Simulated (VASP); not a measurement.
# Ag2Te9Pd14: electric field gradients with PBE

Ag2Te9Pd14:

```
Ag Te Pd
1.0
    -4.47995    4.47995    5.91100
     4.47995   -4.47995    5.91100
     4.47995    4.47995   -5.91100
Ag Te Pd
2 9 14
Direct
  0.69190 0.69190 0.00000
  0.30810 0.30810 0.00000
  0.00000 0.00000 0.00000
  0.33600 0.77420 0.81420
  0.77420 0.96000 0.43820
  0.96000 0.52180 0.18580
  0.52180 0.33600 0.56180
  0.66400 0.22580 0.18580
  0.22580 0.04000 0.56180
  0.04000 0.47820 0.81420
  0.47820 0.66400 0.43820
  0.64060 0.93340 0.85080
  0.93340 0.08260 0.29280
  0.08260 0.78980 0.14920
  0.78980 0.64060 0.70720
  0.35940 0.06660 0.14920
  0.06660 0.91740 0.70720
  0.91740 0.21020 0.85080
  0.21020 0.35940 0.29280
  0.40680 0.70510 0.11190
  0.70510 0.59320 0.29830
  0.59320 0.29490 0.88810
  0.29490 0.40680 0.70170
  0.00000 0.50000 0.50000
  0.50000 0.00000 0.50000
```

```json
{
 "Program": "VASP 6.6.1",
 "Task": "electric field gradients",
 "Functional": "PBE",
 "Potentials or basis": "VASP PAW PBE potentials, release 64 (Ag, Te, Pd)",
 "Cutoff": "400 eV",
 "k mesh": "5 × 5 × 5",
 "Occupations": "fermi-dirac, width 0.05 eV",
 "Spin": "no spin polarisation",
 "Dipole correction": "no",
 "Further INCAR settings": "ALGO = Normal; EDIFF = 1e-08; NBANDS = 126"
}
```

```json
{
  "Pressure": "4.8 GPa",
  "Largest force": "0.224 eV/Å",
  "Band gap on the k mesh": "zero (bands 108 and 109 overlap by 0.25 eV)",
  "Largest electric field gradient by atom": "Ag -44.4; Te -47.9, +83.8 (each value once); Pd -17.0, -40.0, -59.1 (each value once) V/Å²"
}
```

Forces on the atoms (eV/Å):
```
Ag   0.000  0.000 -0.224
Ag   0.000  0.000  0.224
Te   0.000  0.000  0.000
Te  -0.056  0.154  0.026
Te  -0.154 -0.056  0.026
Te   0.056 -0.154  0.026
Te   0.154  0.056  0.026
Te   0.056 -0.154 -0.026
Te   0.154  0.056 -0.026
Te  -0.056  0.154 -0.026
Te  -0.154 -0.056 -0.026
Pd   0.089 -0.146 -0.001
Pd   0.146  0.089 -0.001
Pd  -0.089  0.146 -0.001
Pd  -0.146 -0.089 -0.001
Pd  -0.089  0.146  0.001
Pd  -0.146 -0.089  0.001
Pd   0.089 -0.146  0.001
Pd   0.146  0.089  0.001
Pd  -0.091 -0.051  0.000
Pd   0.051 -0.091  0.000
Pd   0.091  0.051  0.000
Pd  -0.051  0.091  0.000
Pd   0.000  0.000  0.000
Pd   0.000  0.000  0.000
```

Stress tensor (GPa, compression positive):
```
4.98 0.00 0.00
0.00 4.98 0.00
0.00 0.00 4.54
```

Levels at points of the mesh, in eV from the Fermi level:
```csv
k point,band 104,band 105,band 106,band 107,band 108,band 109,band 110,band 111,band 112,band 113
"(0.00, 0.00, 0.00)",-0.42,-0.42,-0.16,-0.02,-0.02,0.21,0.31,0.61,0.61,0.88
```

Electric field gradients, principal values (V/Å²):
```tsv
atom	least	middle	greatest (by size)
1 Ag	22.209	22.214	-44.423
2 Ag	22.209	22.214	-44.423
3 Te	23.972	23.973	-47.945
4 Te	-6.509	-77.298	83.806
5 Te	-6.509	-77.298	83.807
6 Te	-6.509	-77.297	83.806
7 Te	-6.509	-77.297	83.806
8 Te	-6.509	-77.298	83.806
9 Te	-6.509	-77.298	83.807
10 Te	-6.509	-77.297	83.806
11 Te	-6.509	-77.297	83.806
12 Pd	4.749	12.256	-17.006
13 Pd	4.749	12.251	-17.001
14 Pd	4.752	12.251	-17.004
15 Pd	4.753	12.252	-17.004
16 Pd	4.749	12.256	-17.006
17 Pd	4.749	12.251	-17.001
18 Pd	4.752	12.251	-17.004
19 Pd	4.753	12.252	-17.004
20 Pd	1.580	38.403	-39.983
21 Pd	1.580	38.403	-39.983
22 Pd	1.580	38.403	-39.983
23 Pd	1.580	38.403	-39.983
24 Pd	10.744	48.339	-59.083
25 Pd	10.741	48.340	-59.081
```

It took 8.6 min on 4 MPI ranks on AMD EPYC 7R43 64-Core Processor (Zen 3), with other jobs on the host, peak memory 0.87 GiB a rank.

Caveat: the cell stands under pressure; without QUAD_EFG the Cq values of the log hold for a quadrupole moment of 1 mb, not for the nuclei; spin-orbit coupling is left out, which moves the levels of the heavy elements.
